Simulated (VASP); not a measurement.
# HBr (Fmmm) in VASP: single point with HSE06

Aim: the single point of HBr with HSE06.

All numbers are computed with VASP 6.6.1; they aren't measurements. Logs are shortened: lines on timing, memory, paths and dates and some standing lists are left out, and cuts for length are marked.

## 1. The cell of the first run

The structure is orthorhombic, space group Fmmm (No. 69). Conventional cell: a = 5.370 Å, b = 5.712 Å, c = 6.096 Å, α = 90.00°, β = 90.00°, γ = 90.00°. Within 3.5 Å of H (site symmetry mmm) lie 6 Br at 2.69 to 3.05 Å. Br (site symmetry mmm) has 6 H at 2.69 to 3.05 Å within 3.5 Å.

## 2. Single point, HSE06, non-collinear spin, zero start, spin-orbit coupling

The input, POSCAR:

```
HBr
1.0
   -2.6850000000      2.8558150000      0.0000000000
    2.6850000000      0.0000000000      3.0479820000
    2.6850000000      2.8558150000      0.0000000000
H Br
1 1
Direct
    0.0000000000      0.0000000000      0.0000000000
    0.5000000000      0.0000000000      0.5000000000
```

The input, INCAR.step1:

```
SYSTEM = HBr
PREC     = Accurate       ! precision mode
ENCUT    = 520            ! plane-wave cutoff, eV
EDIFF    = 1E-5           ! SCF threshold, eV
ISMEAR   = -1             ! smearing method
SIGMA    = 0.1            ! smearing width, eV
LREAL    = .False.        ! projectors in reciprocal space
LASPH    = .True.         ! aspherical terms in the spheres
NELM     = 150            ! most SCF steps
ALGO     = Normal         ! electronic algorithm
ISIF     = 2              ! what is computed and relaxed
LWAVE    = .True.         ! write WAVECAR
LNONCOLLINEAR= .True.         ! non-collinear magnetism
MAGMOM   = 0 0 0 0 0 0    ! initial moments
LORBIT   = 11             ! projections on sites
LSORBIT  = .True.         ! spin-orbit coupling
GGA_COMPAT= .False.      
LORBMOM  = .True.       
GGA      = PE             ! functional
NBANDS   = 20             ! bands
```

The input, INCAR.step2:

```
SYSTEM = HBr
PREC     = Accurate       ! precision mode
ENCUT    = 520            ! plane-wave cutoff, eV
EDIFF    = 1E-6           ! SCF threshold, eV
ISMEAR   = -1             ! smearing method
SIGMA    = 0.1            ! smearing width, eV
LREAL    = .False.        ! projectors in reciprocal space
LASPH    = .True.         ! aspherical terms in the spheres
NELM     = 150            ! most SCF steps
ALGO     = Normal         ! electronic algorithm
ISIF     = 2              ! what is computed and relaxed
LWAVE    = .False.        ! write WAVECAR
LCHARG   = .True.         ! write CHGCAR
LNONCOLLINEAR= .True.         ! non-collinear magnetism
MAGMOM   = 0 0 0 0 0 0    ! initial moments
LORBIT   = 11             ! projections on sites
LSORBIT  = .True.         ! spin-orbit coupling
GGA_COMPAT= .False.      
LORBMOM  = .True.       
GGA      = PE             ! functional
LHFCALC  = .True.         ! exact exchange
HFSCREEN = 0.2079         ! screening, 1/A
PRECFOCK = Normal       
LVHAR    = .True.       
ISTART   = 1            
NBANDS   = 20             ! bands
```

The input, KPOINTS:

```
Automatic mesh
0
Gamma
  4 4 4
  0 0 0
```

Potentials or basis: VASP PAW PBE potentials, release 64 (H, Br).

Started as:

```console
$ cat potpaw_PBE.64/H/POTCAR potpaw_PBE.64/Br/POTCAR > POTCAR
$ cp INCAR.step1 INCAR
$ mpirun -np 1 vasp_ncl > vasp.out
$ cp INCAR.step2 INCAR
$ mpirun -np 1 vasp_ncl > vasp.out
```

OUTCAR:

```text
SYSTEM = HBr
   PREC = Accurate
   ENCUT = 520
   EDIFF = 1E-6
   ISMEAR = -1
   LREAL = .False.
   LASPH = .True.
   NELM = 150
   ISIF = 2
   LNONCOLLINEAR = .True.
   LORBIT = 11
   LSORBIT = .True.
   GGA = PE
   LHFCALC = .True.
   HFSCREEN = 0.2079
   PRECFOCK = Normal
   ISTART = 1

 ion  position               nearest neighbor table
   1  0.000  0.000  0.000-
   2  0.500  0.000  0.500-

  LATTYP: Found a face centered orthorhombic cell.
 ALAT       =     5.3700000000
 B/A-ratio  =     1.0636182495
 C/A-ratio  =     1.1351888268

  Lattice vectors:

 A1 = (   0.0000000000,   2.8558150000,   3.0479820000)
 A2 = (   2.6850000000,   0.0000000000,   3.0479820000)
 A3 = (   2.6850000000,   2.8558150000,   0.0000000000)

Analysis of symmetry for initial positions (statically):
=====================================================================
 Subroutine PRICEL returns:
 Original cell was already a primitive cell.

 Routine SETGRP: Setting up the symmetry group for a
 face centered orthorhombic supercell.

 Subroutine GETGRP returns: Found  8 space group operations
 (whereof  8 operations were pure point group operations)
 out of a pool of  8 trial point group operations.

The static configuration has the point symmetry D_2h.

Analysis of symmetry for dynamics (positions and initial velocities):
=====================================================================
 Subroutine PRICEL returns:
 Original cell was already a primitive cell.

 Routine SETGRP: Setting up the symmetry group for a
 face centered orthorhombic supercell.

 Subroutine GETGRP returns: Found  8 space group operations
 (whereof  8 operations were pure point group operations)
 out of a pool of  8 trial point group operations.

The dynamic configuration has the point symmetry D_2h.

Analysis of structural, dynamic, and magnetic symmetry:
=====================================================================
 Subroutine PRICEL returns:
 Original cell was already a primitive cell.

 Routine SETGRP: Setting up the symmetry group for a
 face centered orthorhombic supercell.

 Subroutine GETGRP returns: Found  8 space group operations
 (whereof  8 operations were pure point group operations)
 out of a pool of  8 trial point group operations.

The overall configuration has the point symmetry D_2h.

 Subroutine INISYM returns: Found  8 space group operations
[... 591 lines left out ...]
      0.00000      0.00000      0.00000        -0.000000      0.000000      0.000000
      0.00000      2.85582      0.00000         0.000000      0.000000      0.000000
 -----------------------------------------------------------------------------------
    total drift:                               -0.000000     -0.000000     -0.000000

  FREE ENERGIE OF THE ION-ELECTRON SYSTEM (eV)
  ---------------------------------------------------
  free  energy   TOTEN  =        -3.5217818088 eV

  energy  without entropy=       -3.4922166741  energy(sigma->0) =       -3.50699924

 orbital moment (x)

 # of ion     p       d       tot
 ----------------------------------------
  1         0.000   0.000   0.000
  2         0.000   0.000   0.000
 ----------------------------------------
            0.000   0.000   0.000

 orbital moment (y)

 # of ion     p       d       tot
 ----------------------------------------
  1        -0.000   0.000  -0.000
  2        -0.000   0.000  -0.000
 ----------------------------------------
           -0.000   0.000  -0.000

 orbital moment (z)

 # of ion     p       d       tot
 ----------------------------------------
  1         0.000   0.000   0.000
  2         0.000   0.000   0.000
 ----------------------------------------
            0.000   0.000   0.000

 Spin-Orbit-Coupling matrix elements

 Ion:    1  E_soc:     -0.0000001
 l=   1
     0.0000000    -0.0000000    -0.0000000
    -0.0000000     0.0000000    -0.0000000
    -0.0000000    -0.0000000     0.0000000
 l=   2
     0.0000000     0.0000000     0.0000000     0.0000000     0.0000000
     0.0000000     0.0000000     0.0000000     0.0000000     0.0000000
     0.0000000     0.0000000     0.0000000     0.0000000     0.0000000
     0.0000000     0.0000000     0.0000000     0.0000000     0.0000000
     0.0000000     0.0000000     0.0000000     0.0000000     0.0000000
 l=   3
     0.0000000     0.0000000     0.0000000     0.0000000     0.0000000     0.0000000     0.0000000
     0.0000000     0.0000000     0.0000000     0.0000000     0.0000000     0.0000000     0.0000000
     0.0000000     0.0000000     0.0000000     0.0000000     0.0000000     0.0000000     0.0000000
     0.0000000     0.0000000     0.0000000     0.0000000     0.0000000     0.0000000     0.0000000
     0.0000000     0.0000000     0.0000000     0.0000000     0.0000000     0.0000000     0.0000000
     0.0000000     0.0000000     0.0000000     0.0000000     0.0000000     0.0000000     0.0000000
     0.0000000     0.0000000     0.0000000     0.0000000     0.0000000     0.0000000     0.0000000

 Ion:    2  E_soc:     -0.1086412
 l=   1
     0.0000000    -0.0176010    -0.0189947
    -0.0176010     0.0000000    -0.0177193
    -0.0189947    -0.0177193     0.0000000
 l=   2
     0.0000000    -0.0000001     0.0000000    -0.0000002    -0.0000028
    -0.0000001     0.0000000    -0.0000008    -0.0000000    -0.0000001
     0.0000000    -0.0000008     0.0000000    -0.0000013     0.0000000
    -0.0000002    -0.0000000    -0.0000013     0.0000000    -0.0000002
    -0.0000028    -0.0000001     0.0000000    -0.0000002     0.0000000
 l=   3
     0.0000000     0.0000000     0.0000000     0.0000000     0.0000000     0.0000000     0.0000000
     0.0000000     0.0000000     0.0000000     0.0000000     0.0000000     0.0000000     0.0000000
     0.0000000     0.0000000     0.0000000     0.0000000     0.0000000     0.0000000     0.0000000
     0.0000000     0.0000000     0.0000000     0.0000000     0.0000000     0.0000000     0.0000000
     0.0000000     0.0000000     0.0000000     0.0000000     0.0000000     0.0000000     0.0000000
     0.0000000     0.0000000     0.0000000     0.0000000     0.0000000     0.0000000     0.0000000
     0.0000000     0.0000000     0.0000000     0.0000000     0.0000000     0.0000000     0.0000000

 total charge

# of ion       s       p       d       tot
------------------------------------------
    1        0.248   0.003   0.000   0.250
    2        1.626   3.088   0.005   4.719
--------------------------------------------------
tot          1.874   3.091   0.005   4.970

 magnetization (x)

# of ion       s       p       d       tot
------------------------------------------
    1        0.000   0.000   0.000   0.000
    2        0.000   0.000   0.000   0.000
--------------------------------------------------
tot          0.000   0.000   0.000   0.000

 magnetization (y)

# of ion       s       p       d       tot
------------------------------------------
    1        0.000   0.000   0.000   0.000
    2       -0.000   0.000   0.000   0.000
--------------------------------------------------
tot          0.000   0.000   0.000   0.000

 magnetization (z)

# of ion       s       p       d       tot
------------------------------------------
    1        0.000  -0.000   0.000  -0.000
    2        0.000   0.000  -0.000  -0.000
--------------------------------------------------
tot          0.000  -0.000  -0.000  -0.000
```

OSZICAR.step1:

```text
N       E                     dE             d eps       ncg     rms          rms(c)
DAV:   1     0.356141686965E+02    0.35614E+02   -0.26766E+03   720   0.618E+02
DAV:   2    -0.133083924267E+00   -0.35747E+02   -0.32803E+02   880   0.122E+02
DAV:   3    -0.291612030119E+01   -0.27830E+01   -0.27266E+01   904   0.351E+01
DAV:   4    -0.293647234540E+01   -0.20352E-01   -0.20347E-01   900   0.353E+00
DAV:   5    -0.293659550137E+01   -0.12316E-03   -0.12315E-03   836   0.282E-01    0.268E+00
DAV:   6    -0.281019525938E+01    0.12640E+00   -0.70981E-02   812   0.218E+00    0.116E+00
DAV:   7    -0.280076840654E+01    0.94269E-02   -0.12628E-02   824   0.818E-01    0.719E-01
DAV:   8    -0.280010258126E+01    0.66583E-03   -0.10096E-02   820   0.629E-01    0.312E-01
DAV:   9    -0.280004944748E+01    0.53134E-04   -0.14376E-04   880   0.884E-02    0.168E-01
DAV:  10    -0.280008004383E+01   -0.30596E-04   -0.26119E-04   796   0.113E-01    0.375E-02
DAV:  11    -0.280004427053E+01    0.35773E-04   -0.44664E-05   788   0.480E-02    0.347E-03
DAV:  12    -0.280004562198E+01   -0.13515E-05   -0.26292E-06   604   0.105E-02
   1 F= -.28000456E+01 E0= -.27835494E+01  d E =-.329925E-01  mag=     0.0000     0.0000    -0.0000
```

Wall time 47 min (1 thread of Intel Xeon 8259CL, shared host); peak memory 0.4 GiB.

Results:

```
Free energy                                           : -3.5218 eV
Pressure                                              : -8.2 GPa
Net moment                                            : 0.00 μB per cell
Valence electrons inside the program's atomic spheres : H 0.25; Br 4.72
```

Stress tensor (GPa, compression positive):
```
-13.49   0.00   0.00
  0.00  -7.26   0.00
  0.00   0.00  -3.90
```

Moments on the atoms (μB; x, y, z):
```
H   0.00 0.00 0.00
Br  0.00 0.00 0.00
```

Caveat: the k points lie up to 0.48 Å⁻¹ apart; the PAW data sets were made with another functional, which shifts forces and pressure a little; this functional lacks dispersion, which binds layers or chains, so the pressure and a relaxed spacing across them are unreliable.
